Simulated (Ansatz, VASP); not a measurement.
## One calculation of Bi, two programs

```
Bi
1.0
     4.40283    0.00000    0.00000
    -2.20142    3.81296    0.00000
     0.00000    0.00000   11.65156
Bi
2
Direct
  0.33333 0.66667 0.25000
  0.66667 0.33333 0.75000
```

Change from the starting cell: strain -0.030 along x and y, -0.015 along z, atoms carried along.

Alike in both runs: task single point; functional PBEsol; k mesh 12 × 12 × 4; occupations gaussian, width 0.15 eV; no spin polarisation.

```csv
,VASP,Ansatz
version,VASP 6.6.1,Ansatz 0.2.0
potentials or method,"VASP PAW PBE potentials, release 64 (Bi_d), cutoff 520 eV","scalar-relativistic, plane waves, PAW"
valence electrons in the cell,30,30
```

|  | VASP | Ansatz | Ansatz less VASP |
| --- | --- | --- | --- |
| gap on the k mesh at the Fermi level (eV) | none | none | - |
| pressure (GPa) | -4.0 | -3.9 | +0.02 |
| traceless stress, the component that is largest in VASP (GPa) | 3.52 | 3.52 | +0.002 |

VASP's potentials were made for PBE, not for PBEsol. A gap of «none» marks a metal or a gap that the smearing closes.

Spin-orbit coupling is off throughout.
